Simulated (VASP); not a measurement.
# GaN (Fm-3m) in VASP: settings compared, part 3 of 3

VASP 6.6.1. Earlier steps stand in the parts before.

## 6. Single point, r2SCAN

This run uses another cell than the first one, of 9.35 Å³/atom, 0.960 times its volume.

Contents of POSCAR:

```
GaN
1.0
    0.0000000000      2.1063769354      2.1063769354
    2.1063769354      0.0000000000      2.1063769354
    2.1063769354      2.1063769354      0.0000000000
Ga N
1 1
Direct
    0.0000000000      0.0000000000      0.0000000000
    0.5000000000      0.5000000000      0.5000000000
```

Contents of INCAR.step1:

```
SYSTEM = GaN
  PREC = Accurate
  ENCUT = 520
  ISMEAR = -1
  SIGMA = 0.05
  LREAL = .False.
  LASPH = .True.
  NELM = 80
  NBANDS = 16
  GGA = PE
  ALGO = Normal
  EDIFF = 1E-4
  LWAVE = .True.
  LCHARG = .False.
```

Contents of INCAR.step2:

```
SYSTEM = GaN
  PREC = Accurate
  ENCUT = 520
  EDIFF = 1E-6
  ISMEAR = -1
  SIGMA = 0.05
  LREAL = .False.
  LASPH = .True.
  NELM = 80
  ALGO = Normal
  ISIF = 2
  LWAVE = .False.
  LCHARG = .False.
  METAGGA = R2SCAN
  LMIXTAU = .True.
  NBANDS = 16
  ISTART = 1
```

Contents of KPOINTS:

```
Automatic mesh
0
Gamma
  11 11 11
  0 0 0
```

Potentials or basis: VASP PAW PBE potentials, release 64 (Ga_d, N).

Command:

```console
> cat potpaw_PBE.64/Ga_d/POTCAR potpaw_PBE.64/N/POTCAR > POTCAR
> cp INCAR.step1 INCAR
> mpirun -np 1 vasp_std > vasp.out
> cp INCAR.step2 INCAR
> mpirun -np 1 vasp_std > vasp.out
```

OUTCAR:

```text
SYSTEM = GaN
   PREC = Accurate
   ENCUT = 520
   EDIFF = 1E-6
   ISMEAR = -1
   LREAL = .False.
   LASPH = .True.
   NELM = 80
   ISIF = 2
   METAGGA = R2SCAN
   ISTART = 1

 ion  position               nearest neighbor table
   1  0.000  0.000  0.000-   2 2.11   2 2.11   2 2.11   2 2.11   2 2.11   2 2.11
   2  0.500  0.500  0.500-   1 2.11   1 2.11   1 2.11   1 2.11   1 2.11   1 2.11

  LATTYP: Found a face centered cubic cell.
 ALAT       =     4.2127538708

  Lattice vectors:

 A1 = (   0.0000000000,   2.1063769354,   2.1063769354)
 A2 = (   2.1063769354,   0.0000000000,   2.1063769354)
 A3 = (   2.1063769354,   2.1063769354,   0.0000000000)

Analysis of symmetry for initial positions (statically):
=====================================================================
 Subroutine PRICEL returns:
 Original cell was already a primitive cell.

 Routine SETGRP: Setting up the symmetry group for a
 face centered cubic supercell.

 Subroutine GETGRP returns: Found 48 space group operations
 (whereof 48 operations were pure point group operations)
 out of a pool of 48 trial point group operations.

The static configuration has the point symmetry O_h .

Analysis of symmetry for dynamics (positions and initial velocities):
=====================================================================
 Subroutine PRICEL returns:
 Original cell was already a primitive cell.

 Routine SETGRP: Setting up the symmetry group for a
 face centered cubic supercell.

 Subroutine GETGRP returns: Found 48 space group operations
 (whereof 48 operations were pure point group operations)
 out of a pool of 48 trial point group operations.

The dynamic configuration has the point symmetry O_h .

 Subroutine INISYM returns: Found 48 space group operations
 (whereof 48 operations are pure point group operations),
 and found     1 'primitive' translations

----------------------------------------------------------------------------------------

                                     Primitive cell

  volume of cell :      18.6912

  direct lattice vectors                    reciprocal lattice vectors
     0.000000000  2.106376935  2.106376935    -0.237374418  0.237374418  0.237374418
     2.106376935  0.000000000  2.106376935     0.237374418 -0.237374418  0.237374418
     2.106376935  2.106376935  0.000000000     0.237374418  0.237374418 -0.237374418

  length of vectors
     2.978866830  2.978866830  2.978866830     0.411144553  0.411144553  0.411144553

  position of ions in fractional coordinates (direct lattice)
     0.000000000  0.000000000  0.000000000
     0.500000000  0.500000000  0.500000000

  ion indices of the primitive-cell ions
   primitive index   ion index
                 1           1
                 2           2

----------------------------------------------------------------------------------------

 KPOINTS: Automatic mesh

Automatic generation of k-mesh.
 Grid dimensions read from file:
 generate k-points for:   11   11   11

 Generating k-lattice:

  Cartesian coordinates                     Fractional coordinates (reciprocal lattice)
    -0.021579493  0.021579493  0.021579493     0.090909091  0.000000000  0.000000000
     0.021579493 -0.021579493  0.021579493     0.000000000  0.090909091  0.000000000
     0.021579493  0.021579493 -0.021579493     0.000000000  0.000000000  0.090909091

  Length of vectors
     0.037376778  0.037376778  0.037376778

  Shift w.r.t. Gamma in fractional coordinates (k-lattice)
     0.000000000  0.000000000  0.000000000

 Subroutine IBZKPT returns following result:
 ===========================================

 Found     56 irreducible k-points:

 Following reciprocal coordinates:
            Coordinates               Weight
  0.000000  0.000000  0.000000      1.000000
  0.090909  0.000000  0.000000      8.000000
  0.181818  0.000000  0.000000      8.000000
  0.272727  0.000000  0.000000      8.000000
  0.363636  0.000000  0.000000      8.000000
  0.454545  0.000000  0.000000      8.000000
[... 16 lines left out ...]
 -0.272727  0.181818  0.000000     24.000000
 -0.181818  0.181818  0.000000     12.000000
 [... further k-points ...]
   k-points           NKPTS =     56   k-points in BZ     NKDIM =     56   number of bands    NBANDS=     16
   number of dos      NEDOS =    301   number of ions     NIONS =      2
   total plane-waves  NPLWV =  13824
   dimension x,y,z NGX =    24 NGY =   24 NGZ =   24
   dimension x,y,z NGXF=    48 NGYF=   48 NGZF=   48
   ions per type =               1   1
   NGX,Y,Z   is equivalent  to a cutoff of  13.39, 13.39, 13.39 a.u.
   NGXF,Y,Z  is equivalent  to a cutoff of  26.79, 26.79, 26.79 a.u.
 SYSTEM =  GaN
   PREC   = accura    normal or accurate (medium, high low for compatibility)
   ISTART =      1    job   : 0-new  1-cont  2-samecut
   ICHARG =      0    charge: 1-file 2-atom 10-const
   ISPIN  =      1    spin polarized calculation?
   LNONCOLLINEAR =      F non collinear calculations
   LSORBIT =      F    spin-orbit coupling
   LASPH  =      T    aspherical Exc in radial PAW
   ENCUT  =  520.0 eV  38.22 Ry    6.18 a.u.   5.54  5.54  5.54*2*pi/ulx,y,z
   NELM   =     80;   NELMIN=  2; NELMDL=  0     # of ELM steps
   EDIFF  = 0.1E-05   stopping-criterion for ELM
   LREAL  =      F    real-space projection
   EDIFFG = 0.1E-04   stopping-criterion for IOM
   NSW    =      0    number of steps for IOM
   IBRION =     -1    ionic relax: 0-MD 1-quasi-New 2-CG
   NFREE  =      0    steps in history (QN), initial steepest desc. (CG)
   ISIF   =      2    stress and relaxation
   ISYM   =      2    0-nonsym 1-usesym 2-fastsym
   POTIM  = 0.5000    time-step for ionic-motion
   TEBEG  =    0.0;   TEEND  =   0.0 temperature during run
   PSTRESS=    0.0 pullay stress
   NELECT =      18.0000    total number of electrons
   NUPDOWN=      -1.0000    fix difference up-down
   EMIN   =  10.00;   EMAX   =-10.00  energy-range for DOS
   EFERMI =   0.00;   METHOD = LEGACY
   ISMEAR =    -1;   SIGMA  =   0.05  broadening in eV -4-tet -1-fermi 0-gaus
   EFERMI_NEDOS =   21; number of points for ismear=-14 and -15
   IALGO  =     38    algorithm
   IMIX   =      4    mixing-type and parameters
     AMIX     =   0.40;   BMIX     =  1.00
     AMIX_MAG =   1.60;   BMIX_MAG =  1.00
  volume/ion in A,a.u.               =       9.35        63.07
  Fermi-wavevector in a.u.,A,eV,Ry     =   1.616663  3.055051 35.560189  2.613600
  Thomas-Fermi vector in A             =   2.711213
   LORBIT       =      0    0 simple, 1 ext, 2 COOP (PROOUT), +10 PAW based schemes
   METAGGA = R2SCAN    functional components
   LHFCALC =     F    Hartree Fock is set to
   AEXX    =    0.0000 exact exchange contribution
   IVDW    =     0    specifies the selected vdW correction
   LEPSILON=     F    determine dielectric tensor
   LRPA    =     F    only Hartree local field effects (RPA)
 non-spin polarized calculation
  energy-cutoff  :      520.00
  volume of cell :       18.69
 maximum number of plane-waves:       531
 NGX is ok and might be reduce to    24
   NGX = 11   NGY = 11   NGZ = 11

 number of electron      18.0000007 magnetization

 Free energy of the ion-electron system (eV)
  ---------------------------------------------------
  ext. energy  EPLUGINS =         0.00000000
  ---------------------------------------------------
  free energy    TOTEN  =       -20.97555376 eV

  energy without entropy =      -20.97555371  energy(sigma->0) =      -20.97555373

 E-fermi :   8.4851     XC(G=0): -14.2390

 val. band max:        7.7929611698   @ k =  -0.1818   0.1818   0.0000
 cond. band min:       9.1080952507   @ k =   0.4545   0.4545   0.0000
 fundamental gap:      1.3151340809
 Fermi energy:         8.4850890990

 k-point     1 :       0.0000    0.0000    0.0000
  band No.  band energies     occupation
      1     -10.3823      2.00000
      2      -6.5973      2.00000
      3      -6.5973      2.00000
      4      -6.5973      2.00000
      5      -6.5271      2.00000
      6      -6.5271      2.00000
[... 8 lines left out ...]
     15      24.8515      0.00000
     16      25.0311      0.00000
[... 419 lines left out ...]
 k-point    24 :      -0.1818    0.1818    0.0000
  band No.  band energies     occupation
      1      -8.8558      2.00000
      2      -6.6947      2.00000
      3      -6.6791      2.00000
      4      -6.6355      2.00000
      5      -6.5052      2.00000
      6      -6.3174      2.00000
[... 8 lines left out ...]
     15      27.4132      0.00000
     16      29.4732      0.00000

 [... further k-points ...]
[... 5 lines left out ...]
  --------------------------------------------------------------------------------------
  -------------------------------------------------------------------------------------
  Total        0.2442256      0.2442256      0.2442256      0.0000000      0.0000000      0.0000000
  in kB       20.9345395     20.9345395     20.9345395      0.0000000      0.0000000      0.0000000
  external PRESSURE =      20.9345395 kB  Pullay stress =       0.0000000 kB

 VOLUME and BASIS-vectors are now :
 -----------------------------------------------------------------------------
  energy-cutoff  :      520.00
  volume of cell :       18.69
      direct lattice vectors                 reciprocal lattice vectors
     0.000000000  2.106376935  2.106376935    -0.237374418  0.237374418  0.237374418
     2.106376935  0.000000000  2.106376935     0.237374418 -0.237374418  0.237374418
     2.106376935  2.106376935  0.000000000     0.237374418  0.237374418 -0.237374418

 POSITION                                       TOTAL-FORCE (eV/Angst)
 -----------------------------------------------------------------------------------
      0.00000      0.00000      0.00000        -0.000000      0.000000     -0.000000
      2.10638      2.10638      2.10638         0.000000     -0.000000      0.000000
 -----------------------------------------------------------------------------------
    total drift:                                0.000000     -0.000000     -0.000000

  FREE ENERGIE OF THE ION-ELECTRON SYSTEM (eV)
  ---------------------------------------------------
  free  energy   TOTEN  =       -20.9755537578 eV

  energy  without entropy=      -20.9755537066  energy(sigma->0) =      -20.97555373
```

Wall time 2.2 min (1 thread of AMD EPYC 7R43 (Zen 3), shared host); peak memory 0.12 GiB.

What came out:

```yaml
Free_energy: -20.9756 eV
Pressure: 2.1 GPa
Band_gap_on_the_k_mesh: 1.32 eV, indirect (least direct gap 3.45 eV)
```

Caveat: the PAW data sets were made with another functional, which shifts forces and pressure a little.

## 7. Summary

```csv
level,potentials or basis,cell,smearing,gap on the mesh (eV),pressure (GPa)
PBEsol,"VASP PAW PBE potentials, release 64 (Ga_d, N)","a = 3.020 Å, angles 60.0°, 2 atoms",gaussian 0.1 eV,0.46,-7.2
PBE,"VASP PAW PBE potentials, release 64 (Ga_d, N)","a = 3.020 Å, angles 60.0°, 2 atoms",gaussian 0.05 eV,0.54,0.4
LDA,"VASP PAW LDA potentials, release 64 (Ga_d, N)","a = 3.020 Å, angles 60.0°, 2 atoms",gaussian 0.1 eV,0.36,-12.4
r2SCAN,"VASP PAW PBE potentials, release 64 (Ga_d, N)","a = 2.958 Å, angles 60.0°, 2 atoms",fermi-dirac 0.05 eV,1.46,7.7
r2SCAN,"VASP PAW PBE potentials, release 64 (Ga_d, N)","a = 2.979 Å, angles 60.0°, 2 atoms",fermi-dirac 0.05 eV,1.32,2.1
```

Alike in all rows: task single point; no spin polarisation; k mesh 11 × 11 × 11; cutoff (eV) 520.

Caveats: the PAW data sets were made with another functional, which shifts forces and pressure a little (some runs).

Absolute energies hang on the potentials; compare differences alone.
